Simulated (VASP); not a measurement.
Write the native input for VASP 6.6.1 that does the following.

```yaml
Task: single point
Functional: LDA
Potentials_or_basis: VASP PAW LDA potentials, release 64 (P, Ir)
Cutoff: 500 eV
k_mesh: 6 × 6 × 6
Occupations: fermi-dirac, width 0.05 eV
Spin: no spin polarisation
Dipole_correction: no
Further_INCAR_settings: ALGO = Normal; EDIFF = 1e-06; NBANDS = 18
```

The structure of PIr2 lies in POSCAR:

```
PIr2
1.0
    0.0000000000      2.7534683009      2.7534683009
    2.7534683009      0.0000000000      2.7534683009
    2.7534683009      2.7534683009      0.0000000000
P Ir
1 2
Direct
    0.0000000000      0.0000000000      0.0000000000
    0.2500000000      0.2500000000      0.2500000000
    0.7500000000      0.7500000000      0.7500000000
```

One way to write it, as run:

INCAR

```
SYSTEM = PIr2
ALGO = Normal ; EDIFF = 1E-6
ENCUT = 500 ; GGA = CA
GGA_COMPAT = .False. ; ISIF = 2
ISMEAR = -1 ; LASPH = .True.
LCHARG = .False. ; LREAL = .False.
LWAVE = .False. ; NBANDS = 18
NELM = 120 ; PREC = Accurate
SIGMA = 0.05
```

KPOINTS

```
k-points
0
Gamma
  6 6 6
  0 0 0
```

Potentials or basis: VASP PAW LDA potentials, release 64 (P, Ir).

Command:

```console
$ cat potpaw_LDA.64/P/POTCAR potpaw_LDA.64/Ir/POTCAR > POTCAR
$ mpirun -np 1 vasp_std > vasp.out
```

It gave:

```json
{
  "Pressure": "2.0 GPa",
  "Band gap on the k mesh": "zero (an odd number of electrons rules out a gap without spin polarisation)"
}
```

Caveat: spin-orbit coupling is left out, which moves the levels of the heavy elements.

Wall time 19 s on 1 thread of Intel Xeon 8259CL, with other jobs on the host, peak memory 0.15 GiB.
